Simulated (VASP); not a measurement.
AlO2:

```
Al O
1.0
     4.14571    0.00000    0.00000
     0.00000    4.14571    0.00000
     0.00000    0.00000    3.74847
Al O
2 4
Direct
  0.00000 0.50000 0.00000
  0.50000 0.00000 0.00000
  0.23797 0.73797 0.00000
  0.76203 0.26203 0.00000
  0.73797 0.76203 0.00000
  0.26203 0.23797 0.00000
```

```yaml
Program: VASP 6.6.1
Task: relaxation of cell and atoms
Functional: PBE
Potentials_or_basis: VASP PAW PBE potentials, release 64 (Al, O_h)
Cutoff: 910 eV
k_mesh: 4 × 4 × 4
Occupations: gaussian, width 0.1 eV
Spin: no spin polarisation
```

At the start: pressure 160.9 GPa; volume 10.74 Å³/atom.

Task: Where does the relaxation end?

Result: Over 15 steps the energy falls by 2516.8 meV/atom and the volume is 14.73 Å³/atom (+37.2 %); space group P4/mmm (No. 123, to 0.05 Å).

The path:
```csv
step,energy change (eV),largest force (eV/Å),pressure (GPa),volume (Å³)
1,0.0000,11.7235,160.86,64.42
2,27.5185,0.4914,-53.37,204.51
3,-7.3092,10.4876,2.03,105.87
4,-7.8796,11.5078,8.73,101.53
5,-8.3764,13.1859,20.74,95.04
6,8.8927,1.6995,-58.64,154.35
7,-11.3588,1.1689,-31.32,108.51
8,-12.1787,2.4385,-23.11,104.27
9,-12.4177,4.0715,-14.12,100.67
10,-14.6566,2.6138,11.47,85.25
11,-14.6570,2.6273,11.34,85.30
12,-14.5307,3.3151,2.94,88.26
13,-15.0540,0.3298,5.05,86.61
14,-15.0594,0.2818,-4.65,90.06
15,-15.1006,0.0206,-0.13,88.36
```

Final structure:
```cif
data_structure
_symmetry_space_group_name_H-M 'P 1'
_symmetry_Int_Tables_number 1
_cell_length_a 4.8852
_cell_length_b 4.8852
_cell_length_c 3.7027
_cell_angle_alpha 90.000
_cell_angle_beta 90.000
_cell_angle_gamma 90.000
_cell_volume 88.36
loop_
_atom_site_label
_atom_site_type_symbol
_atom_site_fract_x
_atom_site_fract_y
_atom_site_fract_z
_atom_site_occupancy
Al1 Al 0.00000 0.50000 0.00000 1
Al2 Al 0.50000 0.00000 0.00000 1
O1 O 0.25008 0.75008 0.00000 1
O2 O 0.74992 0.24992 0.00000 1
O3 O 0.75008 0.74992 0.00000 1
O4 O 0.24992 0.25008 0.00000 1
```

Caveat: the k points lie up to 0.42 Å⁻¹ apart in the final cell; the cutoff is under 1.25 times the usual one of these potentials, so pressure, stress and relaxed cells hold a basis-set (Pulay) error; the volume moved by over 15 % at a fixed basis, so the end points are rough.
